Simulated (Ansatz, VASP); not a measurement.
**One calculation of InSb3, two programs**

```
CELL_PARAMETERS angstrom
4.71759 -0.16849 -0.16849
-0.16849 4.71759 -0.16849
-0.16849 -0.16849 4.71759
ATOMIC_POSITIONS crystal
In 0.00000 0.00000 0.00000
Sb 0.50000 0.00000 0.50000
Sb 0.00000 0.50000 0.50000
Sb 0.50000 0.50000 0.00000
```

Change from the starting cell: equal engineering shear yz, xz and xy -0.0700, equal normal strain along x, y and z -0.0200.

Alike in both runs: task single point; functional PBE; k mesh 8 × 8 × 8; occupations gaussian, width 0.15 eV; no spin polarisation.

|  | VASP | Ansatz |
| --- | --- | --- |
| version | VASP 6.6.1 | Ansatz 0.2.0 |
| potentials or method | VASP PAW PBE potentials, release 64 (In_d, Sb), cutoff 520 eV | scalar-relativistic, plane waves, PAW |
| valence electrons in the cell | 28 | 58 |

```csv
,VASP,Ansatz,Ansatz less VASP
gap on the k mesh at the Fermi level (eV),none,none,-
pressure (GPa),4.2,4.3,+0.08
"traceless stress, the component that is largest in VASP (GPa)",1.00,1.00,-0.004
```

A gap of «none» marks a metal or a gap that the smearing closes. With one functional, cell and mesh, what is left measures potentials, basis and numerics. VASP's potentials hold 28 valence electrons a cell and Ansatz's 58, so a difference there can come from the potentials and not from the codes.

Spin-orbit coupling is off throughout.
